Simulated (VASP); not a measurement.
# In2Te2O (P6/mmm) in VASP: notebook

Runs on In2Te2O. Level: PBE. Tasks: single point.

Everything below comes from runs of VASP 6.6.1. Logs are shortened: lines on timing, memory, paths and dates and some standing lists are left out, and cuts for length are marked.

## 1. The cell of the first run

Symmetry: P6/mmm, No. 191, hexagonal system. Conventional cell: a = 4.963 Å, b = 4.963 Å, c = 6.519 Å, α = 90.00°, β = 90.00°, γ = 120.00°. In (site symmetry -6m2) has 3 In at 2.87 Å and 2 Te at 3.26 Å within 3.8 Å. Te (site symmetry -6m2) has 3 Te at 2.87 Å and 3 O at 2.87 Å and 2 In at 3.26 Å within 3.8 Å. O (site symmetry 6/mmm) has 6 Te at 2.87 Å within 3.8 Å.

The cell was built from a structure type or drawn by symmetry, and may not be a known phase.

## 2. Single point, PBE

Contents of INCAR:

```
SYSTEM = In2Te2O
PREC = Accurate
ENCUT = 520
EDIFF = 1E-7
ISMEAR = 0
SIGMA = 0.1
LREAL = .False.
LASPH = .True.
NELM = 80
ALGO = Normal
ISIF = 2
LWAVE = .False.
LCHARG = .True.
GGA = PE
LELF = .True.
LVHAR = .True.
NBANDS = 30
```

Contents of KPOINTS:

```
Automatic mesh
0
Gamma
  6 6 4
  0 0 0
```

Contents of POSCAR:

```
In2Te2O
1.0
    4.9625901207      0.0000000000      0.0000000000
   -2.4812950604      4.2977291131      0.0000000000
    0.0000000000      0.0000000000      6.5185407541
In Te O
2 2 1
Direct
    0.3333333333      0.6666666667      0.5000000000
    0.6666666667      0.3333333333      0.5000000000
    0.3333333333      0.6666666667      0.0000000000
    0.6666666667      0.3333333333      0.0000000000
    0.0000000000      0.0000000000      0.0000000000
```

Potentials or basis: VASP PAW PBE potentials, release 64 (In_d, Te, O).

Run with:

```sh
cat potpaw_PBE.64/In_d/POTCAR potpaw_PBE.64/Te/POTCAR potpaw_PBE.64/O/POTCAR > POTCAR
mpirun -np 1 vasp_std > vasp.out
```

OUTCAR:

```text
SYSTEM = In2Te2O
   PREC = Accurate
   ENCUT = 520
   EDIFF = 1E-7
   ISMEAR = 0
   LREAL = .False.
   LASPH = .True.
   NELM = 80
   ISIF = 2
   GGA = PE

 ion  position               nearest neighbor table
   1  0.333  0.667  0.500-   2 2.87   2 2.87   2 2.87   3 3.26   3 3.26
   2  0.667  0.333  0.500-   1 2.87   1 2.87   1 2.87   4 3.26   4 3.26
   3  0.333  0.667  0.000-   4 2.87   4 2.87   4 2.87   1 3.26   1 3.26
   4  0.667  0.333  0.000-   3 2.87   3 2.87   3 2.87   2 3.26   2 3.26
   5  0.000  0.000  0.000-

  LATTYP: Found a hexagonal cell.
 ALAT       =     4.9625901207
 C/A-ratio  =     1.3135359954

  Lattice vectors:

 A1 = (   4.9625901207,   0.0000000000,   0.0000000000)
 A2 = (  -2.4812950604,   4.2977291131,   0.0000000000)
 A3 = (   0.0000000000,   0.0000000000,   6.5185407541)

Analysis of symmetry for initial positions (statically):
=====================================================================
 Subroutine PRICEL returns:
 Original cell was already a primitive cell.

 Routine SETGRP: Setting up the symmetry group for a
 hexagonal supercell.

 Subroutine GETGRP returns: Found 24 space group operations
 (whereof 24 operations were pure point group operations)
 out of a pool of 24 trial point group operations.

The static configuration has the point symmetry D_6h.

Analysis of symmetry for dynamics (positions and initial velocities):
=====================================================================
 Subroutine PRICEL returns:
 Original cell was already a primitive cell.

 Routine SETGRP: Setting up the symmetry group for a
 hexagonal supercell.

 Subroutine GETGRP returns: Found 24 space group operations
 (whereof 24 operations were pure point group operations)
 out of a pool of 24 trial point group operations.

The dynamic configuration has the point symmetry D_6h.

 Subroutine INISYM returns: Found 24 space group operations
 (whereof 24 operations are pure point group operations),
 and found     1 'primitive' translations

----------------------------------------------------------------------------------------

                                     Primitive cell

  volume of cell :     139.0266

  direct lattice vectors                    reciprocal lattice vectors
     4.962590121  0.000000000  0.000000000     0.201507676  0.116340511  0.000000000
    -2.481295060  4.297729113  0.000000000     0.000000000  0.232681021  0.000000000
     0.000000000  0.000000000  6.518540754     0.000000000  0.000000000  0.153408568

  length of vectors
     4.962590121  4.962590121  6.518540754     0.232681021  0.232681021  0.153408568

  position of ions in fractional coordinates (direct lattice)
     0.333333333  0.666666667  0.500000000
     0.666666667  0.333333333  0.500000000
     0.333333333  0.666666667  0.000000000
     0.666666667  0.333333333  0.000000000
     0.000000000  0.000000000  0.000000000

  ion indices of the primitive-cell ions
   primitive index   ion index
                 1           1
                 2           2
                 3           3
                 4           4
                 5           5

----------------------------------------------------------------------------------------

 KPOINTS: Automatic mesh

Automatic generation of k-mesh.
 Grid dimensions read from file:
 generate k-points for:    6    6    4

 Generating k-lattice:

  Cartesian coordinates                     Fractional coordinates (reciprocal lattice)
     0.033584613  0.019390085  0.000000000     0.166666667  0.000000000  0.000000000
     0.000000000  0.038780170  0.000000000     0.000000000  0.166666667  0.000000000
     0.000000000  0.000000000  0.038352142     0.000000000  0.000000000  0.250000000

  Length of vectors
     0.038780170  0.038780170  0.038352142

  Shift w.r.t. Gamma in fractional coordinates (k-lattice)
     0.000000000  0.000000000  0.000000000

 Subroutine IBZKPT returns following result:
 ===========================================

 Found     21 irreducible k-points:

 Following reciprocal coordinates:
            Coordinates               Weight
  0.000000  0.000000  0.000000      1.000000
  0.166667  0.000000  0.000000      6.000000
  0.333333  0.000000  0.000000      6.000000
  0.500000  0.000000  0.000000      3.000000
  0.166667  0.166667  0.000000      6.000000
  0.333333  0.166667  0.000000     12.000000
[... 13 lines left out ...]
  0.333333  0.166667  0.500000     12.000000
  0.333333  0.333333  0.500000      2.000000
   k-points           NKPTS =     21   k-points in BZ     NKDIM =     21   number of bands    NBANDS=     30
   number of dos      NEDOS =    301   number of ions     NIONS =      5
   total plane-waves  NPLWV =  76800
   dimension x,y,z NGX =    40 NGY =   40 NGZ =   48
   dimension x,y,z NGXF=    80 NGYF=   80 NGZF=   96
   ions per type =               2   2   1
   NGX,Y,Z   is equivalent  to a cutoff of  13.40, 13.40, 12.24 a.u.
   NGXF,Y,Z  is equivalent  to a cutoff of  26.80, 26.80, 24.48 a.u.
 SYSTEM =  In2Te2O
   PREC   = accura    normal or accurate (medium, high low for compatibility)
   ISTART =      0    job   : 0-new  1-cont  2-samecut
   ICHARG =      2    charge: 1-file 2-atom 10-const
   ISPIN  =      1    spin polarized calculation?
   LNONCOLLINEAR =      F non collinear calculations
   LSORBIT =      F    spin-orbit coupling
   LASPH  =      T    aspherical Exc in radial PAW
   ENCUT  =  520.0 eV  38.22 Ry    6.18 a.u.   9.23  9.23 12.12*2*pi/ulx,y,z
   NELM   =     80;   NELMIN=  2; NELMDL= -5     # of ELM steps
   EDIFF  = 0.1E-06   stopping-criterion for ELM
   LREAL  =      F    real-space projection
   EDIFFG = 0.1E-05   stopping-criterion for IOM
   NSW    =      0    number of steps for IOM
   IBRION =     -1    ionic relax: 0-MD 1-quasi-New 2-CG
   NFREE  =      0    steps in history (QN), initial steepest desc. (CG)
   ISIF   =      2    stress and relaxation
   ISYM   =      2    0-nonsym 1-usesym 2-fastsym
   POTIM  = 0.5000    time-step for ionic-motion
   TEBEG  =    0.0;   TEEND  =   0.0 temperature during run
   PSTRESS=    0.0 pullay stress
   NELECT =      44.0000    total number of electrons
   NUPDOWN=      -1.0000    fix difference up-down
   EMIN   =  10.00;   EMAX   =-10.00  energy-range for DOS
   EFERMI =   0.00;   METHOD = LEGACY
   ISMEAR =     0;   SIGMA  =   0.10  broadening in eV -4-tet -1-fermi 0-gaus
   EFERMI_NEDOS =   21; number of points for ismear=-14 and -15
   IALGO  =     38    algorithm
   IMIX   =      4    mixing-type and parameters
     AMIX     =   0.40;   BMIX     =  1.00
     AMIX_MAG =   1.60;   BMIX_MAG =  1.00
  volume/ion in A,a.u.               =      27.81       187.64
  Fermi-wavevector in a.u.,A,eV,Ry     =   1.115646  2.108265 16.934712  1.244666
  Thomas-Fermi vector in A             =   2.252253
   LORBIT       =      0    0 simple, 1 ext, 2 COOP (PROOUT), +10 PAW based schemes
   GGA     = PE    functional components
   LHFCALC =     F    Hartree Fock is set to
   AEXX    =    0.0000 exact exchange contribution
   IVDW    =     0    specifies the selected vdW correction
   LEPSILON=     F    determine dielectric tensor
   LRPA    =     F    only Hartree local field effects (RPA)
 non-spin polarized calculation
 Gauss-broadening in eV      SIGMA  =   0.10
  energy-cutoff  :      520.00
  volume of cell :      139.03
 maximum number of plane-waves:      3772
 NGX is ok and might be reduce to    40
   NGX = 19   NGY = 19   NGZ = 25

 number of electron      43.9999992 magnetization

 Free energy of the ion-electron system (eV)
  ---------------------------------------------------
  ext. energy  EPLUGINS =         0.00000000
  ---------------------------------------------------
  free energy    TOTEN  =       -15.14282978 eV

  energy without entropy =      -15.12277061  energy(sigma->0) =      -15.13280020

 E-fermi :   5.2107     XC(G=0):  -9.1777

 val. band max:        5.1876286949   @ k =   0.0000   0.0000   0.5000
 cond. band min:       5.2166101164   @ k =   0.1667   0.1667   0.5000
 fundamental gap:      0.0289814215
 Fermi energy:         5.2106895005

 k-point     1 :       0.0000    0.0000    0.0000
  band No.  band energies     occupation
      1     -10.9946      2.00000
      2      -9.4357      2.00000
      3      -9.2788      2.00000
      4      -9.2788      2.00000
      5      -9.2716      2.00000
      6      -9.2716      2.00000
[... 22 lines left out ...]
     29      10.1311      0.00000
     30      10.8573      0.00000

 k-point     2 :       0.1667    0.0000    0.0000
  band No.  band energies     occupation
      1     -10.9303      2.00000
      2      -9.4358      2.00000
      3      -9.3402      2.00000
      4      -9.3313      2.00000
      5      -9.2784      2.00000
      6      -9.2607      2.00000
[... 22 lines left out ...]
     29      10.5063      0.00000
     30      10.8516      0.00000

 k-point     3 :       0.3333    0.0000    0.0000
  band No.  band energies     occupation
      1     -10.7949      2.00000
      2      -9.4585      2.00000
      3      -9.4202      2.00000
      4      -9.3756      2.00000
      5      -9.2910      2.00000
      6      -9.2340      2.00000
[... 22 lines left out ...]
     29      11.0121      0.00000
     30      11.8243      0.00000

 k-point     4 :       0.5000    0.0000    0.0000
  band No.  band energies     occupation
      1     -10.7235      2.00000
      2      -9.4810      2.00000
      3      -9.4512      2.00000
      4      -9.3774      2.00000
      5      -9.2969      2.00000
      6      -9.2163      2.00000
[... 517 lines left out ...]
     29       9.7975      0.00000
     30      12.0763      0.00000

 k-point    20 :       0.3333    0.1667    0.5000
  band No.  band energies     occupation
      1     -10.7263      2.00000
      2      -9.5131      2.00000
      3      -9.4049      2.00000
      4      -9.3675      2.00000
      5      -9.3034      2.00000
      6      -9.2036      2.00000
[... 22 lines left out ...]
     29      11.1705      0.00000
     30      11.5764      0.00000

 k-point    21 :       0.3333    0.3333    0.5000
  band No.  band energies     occupation
      1     -10.6946      2.00000
      2      -9.5437      2.00000
      3      -9.3805      2.00000
      4      -9.3805      2.00000
      5      -9.3107      2.00000
      6      -9.1500      2.00000
[... 22 lines left out ...]
     29      10.4320      0.00000
     30      10.8867      0.00000

------------------------ aborting loop because EDIFF is reached ----------------------------------------

  FORCE on cell =-STRESS in cart. coord.  units (eV):
  Direction    XX          YY          ZZ          XY          YZ          ZX
  --------------------------------------------------------------------------------------
  -------------------------------------------------------------------------------------
  Total       -0.1953805     -0.1953805     -0.0600656      0.0000000      0.0000000      0.0000000
  in kB       -2.2516139     -2.2516139     -0.6922109      0.0000000      0.0000000      0.0000000
  external PRESSURE =      -1.7318129 kB  Pullay stress =       0.0000000 kB

 VOLUME and BASIS-vectors are now :
 -----------------------------------------------------------------------------
  energy-cutoff  :      520.00
  volume of cell :      139.03
      direct lattice vectors                 reciprocal lattice vectors
     4.962590121  0.000000000  0.000000000     0.201507676  0.116340511  0.000000000
    -2.481295060  4.297729113  0.000000000     0.000000000  0.232681021  0.000000000
     0.000000000  0.000000000  6.518540754     0.000000000  0.000000000  0.153408568

 POSITION                                       TOTAL-FORCE (eV/Angst)
 -----------------------------------------------------------------------------------
     -0.00000      2.86515      3.25927        -0.000000      0.000000      0.000000
      2.48130      1.43258      3.25927         0.000000     -0.000000      0.000000
     -0.00000      2.86515      0.00000         0.000000     -0.000000     -0.000000
      2.48130      1.43258      0.00000        -0.000000      0.000000      0.000000
      0.00000      0.00000      0.00000         0.000000      0.000000      0.000000
 -----------------------------------------------------------------------------------
    total drift:                               -0.000000      0.000000      0.000000

  FREE ENERGIE OF THE ION-ELECTRON SYSTEM (eV)
  ---------------------------------------------------
  free  energy   TOTEN  =       -15.1428297845 eV

  energy  without entropy=      -15.1227706086  energy(sigma->0) =      -15.13280020
```

Wall time 54 s (1 thread of Intel Xeon 6975P-C (Granite Rapids), shared host); peak memory 0.3 GiB.

What came out:

```
Free energy            : -15.1428 eV
Pressure               : -0.2 GPa
Band gap on the k mesh : zero (bands 22 and 23 overlap by 1.37 eV)
```

Stress tensor (GPa, compression positive):
```
-0.23  0.00  0.00
 0.00 -0.23  0.00
 0.00  0.00 -0.07
```

Levels at points of the mesh, in eV from the Fermi level:
| k point | band 19 | band 20 | band 21 | band 22 | band 23 | band 24 | band 25 | band 26 |
| --- | --- | --- | --- | --- | --- | --- | --- | --- |
| (0.00, 0.00, 0.00) | -3.00 | -0.72 | -0.50 | 0.72 | 1.19 | 1.19 | 2.94 | 2.94 |
| (0.50, 0.00, 0.00) | -2.10 | -1.26 | -0.82 | -0.55 | 0.10 | 1.95 | 2.47 | 2.69 |
| (0.00, 0.00, 0.50) | -2.61 | -1.47 | -0.34 | -0.02 | 0.81 | 0.81 | 3.09 | 3.12 |
| (0.50, 0.00, 0.50) | -1.29 | -1.04 | -0.43 | -0.41 | -0.38 | 1.34 | 2.01 | 2.67 |

Caveat: spin-orbit coupling is left out, which moves the levels of the heavy elements.

## 3. Single point, PBE

This run uses another cell than the first one, of 28.34 Å³/atom.

Contents of INCAR:

```
SYSTEM = In2Te2O
PREC = Accurate
ENCUT = 520
EDIFF = 1E-7
ISMEAR = 0
SIGMA = 0.1
LREAL = .FALSE.
LASPH = .TRUE.
NELM = 60
ALGO = Normal
ISIF = 2
LWAVE = .FALSE.
LCHARG = .FALSE.
GGA = PE
NBANDS = 30
```

Contents of KPOINTS:

```
Automatic mesh
0
G
  6 6 4
  0 0 0
```

Contents of POSCAR:

```
In2Te2O
1.0
    4.8926422200      0.0000000000      0.0000000000
   -2.4463211100      4.2371524500      0.0000000000
    0.0000000000      0.0000000000      6.8353143600
In Te O
2 2 1
Direct
    0.3333333300      0.6666666700      0.5000000000
    0.6666666700      0.3333333300      0.5000000000
    0.3333333300      0.6666666700      0.0000000000
    0.6666666700      0.3333333300      0.0000000000
    0.0000000000      0.0000000000      0.0000000000
```

Potentials or basis: VASP PAW PBE potentials, release 64 (In_d, Te, O).

Run with:

```sh
cat potpaw_PBE.64/In_d/POTCAR potpaw_PBE.64/Te/POTCAR potpaw_PBE.64/O/POTCAR > POTCAR
mpirun -np 1 vasp_std > vasp.out
```

Wall time 60 s (1 thread of Intel Xeon 6975P-C (Granite Rapids), shared host); peak memory 0.3 GiB.

It converged, with:

* Free energy: -15.0478 eV
* Pressure: 0.4 GPa
* Band gap on the k mesh: zero (bands 22 and 23 overlap by 1.30 eV)

Stress tensor (GPa, compression positive):
```
 2.15  0.00  0.00
 0.00  2.15  0.00
 0.00  0.00 -3.14
```

Levels at points of the mesh, in eV from the Fermi level:
```csv
k point,band 20,band 21,band 22,band 23,band 24,band 25
"(0.00, 0.00, 0.00)",-0.32,-0.12,0.98,1.22,1.22,2.71
"(0.50, 0.00, 0.00)",-1.06,-0.63,-0.36,0.09,2.47,2.51
"(0.00, 0.00, 0.50)",-0.82,-0.25,-0.17,0.98,0.98,2.89
"(0.50, 0.00, 0.50)",-1.04,-0.39,-0.29,-0.21,1.20,2.50
```

Caveat: spin-orbit coupling is left out, which moves the levels of the heavy elements.
